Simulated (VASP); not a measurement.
MgAl15HN16 (a cell with a defect): single point with PBE

MgAl15HN16 (a cell with a defect):

```
Al Mg N H
1.0
     6.25951    0.00000    0.00000
    -3.12976    5.42090    0.00000
     0.00000    0.00000   10.03481
Al Mg N H
15 1 16 1
Direct
  0.33305 0.16550 0.25374
  0.32928 0.16927 0.75342
  0.16296 0.33559 0.00297
  0.33262 0.67423 0.25341
  0.16640 0.83773 0.50186
  0.32901 0.66698 0.75386
  0.16176 0.83532 0.00169
  0.82428 0.16597 0.25341
  0.66103 0.33219 0.50183
  0.83145 0.16938 0.75384
  0.66321 0.33680 0.00168
  0.82988 0.66878 0.25273
  0.66165 0.83683 0.50211
  0.82992 0.66856 0.75070
  0.66348 0.83509 0.00186
  0.16268 0.33592 0.50459
  0.33459 0.16403 0.44113
  0.16470 0.33386 0.19289
  0.32929 0.16922 0.94333
  0.16430 0.33414 0.70625
  0.33576 0.68347 0.44103
  0.15733 0.83044 0.18810
  0.32927 0.67202 0.94382
  0.16475 0.83418 0.69318
  0.81514 0.16278 0.44100
  0.66796 0.34120 0.18809
  0.82648 0.16920 0.94379
  0.66436 0.33360 0.69315
  0.82879 0.66981 0.44295
  0.66748 0.83118 0.18863
  0.82841 0.67010 0.93951
  0.66399 0.83416 0.69372
  0.49865 0.99986 0.33315
```

- Program: VASP 6.6.1
- Task: single point
- Functional: PBE
- Potentials or basis: VASP PAW PBE potentials, release 64 (Al, Mg, N, H)
- Cutoff: 520 eV
- k mesh: 1 × 1 × 1, shifted
- Occupations: gaussian, width 0.01 eV
- Spin: collinear spin
- Fixed moment: 1 μB

```yaml
Largest_force: 0.255 eV/Å
Net_moment: 1.00 μB per cell
Site_moments: Al -0.00, +0.00 (each value once); Mg +0.02; N +0.06, +0.00, +0.01, +0.07, +0.04, -0.00 (each value once); H +0.26 μB
Valence_electrons_inside_the_program's_atomic_spheres: Al 0.80, 0.82 (each value once); Mg 0.53; N 3.86, 3.82, 3.85, 3.84 (each value once); H 0.52
```

Forces on the atoms (eV/Å):
```
Al   0.101 -0.061 -0.003
Al   0.133 -0.078  0.011
Al  -0.119  0.065  0.003
Al   0.101 -0.070  0.008
Al  -0.116  0.064  0.005
Al   0.109 -0.074 -0.002
Al  -0.119  0.060 -0.003
Al   0.114 -0.050  0.001
Al  -0.128  0.064  0.007
Al   0.124 -0.066 -0.001
Al  -0.106  0.069 -0.004
Al   0.118 -0.075  0.007
Al  -0.099  0.059  0.018
Al   0.127 -0.078  0.003
Al  -0.123  0.068  0.014
Mg  -0.114  0.066  0.005
N    0.222 -0.124 -0.003
N   -0.178  0.101 -0.005
N    0.183 -0.105  0.035
N   -0.199  0.114 -0.015
N    0.120 -0.117 -0.010
N   -0.140  0.108  0.041
N    0.190 -0.106 -0.028
N   -0.169  0.103  0.021
N    0.164 -0.050 -0.004
N   -0.152  0.074  0.045
N    0.185 -0.104 -0.022
N   -0.184  0.107  0.023
N    0.148 -0.086 -0.002
N   -0.131  0.071 -0.088
N    0.164 -0.094 -0.004
N   -0.172  0.115 -0.066
H   -0.054  0.031  0.011
```

Run time: 6.1 min on 1 thread of Intel(R) Xeon(R) 6975P-C (Granite Rapids), on a shared host, peak memory 0.71 GiB.

Caveat: the k points lie up to 0.58 Å⁻¹ apart; the cell carries a net charge on a neutralising background, which shifts energy and pressure; the total moment is fixed, so each spin has its own Fermi level and the state may be an excited one.
